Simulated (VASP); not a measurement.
**Mg: single point with LDA**

The system is Mg.

```
CELL_PARAMETERS angstrom
-1.41038 1.41038 1.41038
1.41038 -1.41038 1.41038
1.41038 1.41038 -1.41038
ATOMIC_POSITIONS crystal
Mg 0.00000 0.00000 0.00000
```

This cell differs from its parent crystal: volume scaled by 0.52.

```json
{"Program": "VASP 6.6.1", "Task": "single point", "Functional": "LDA", "Potentials or basis": "VASP PAW LDA potentials, release 64 (Mg)", "Cutoff": "520 eV", "k mesh": "15 × 15 × 15", "Occupations": "fermi-dirac, width 0.08 eV", "Spin": "no spin polarisation"}
```

| Item | Value |
| --- | --- |
| Pressure | 93.1 GPa |
| Band gap on the k mesh | zero (band 1 reaches 10.68 eV, above the bottom of band 2 at 6.75 eV) |

Levels at points of the mesh, in eV from the Fermi level:
| k point | band 1 | band 2 | band 3 | band 4 |
| --- | --- | --- | --- | --- |
| (0.00, 0.00, 0.00) | -10.58 | 18.46 | 18.46 | 18.46 |

Wall time 3.2 s on 1 thread of Intel(R) Xeon(R) 6975P-C (Granite Rapids), on a shared host, peak memory 0.11 GiB.
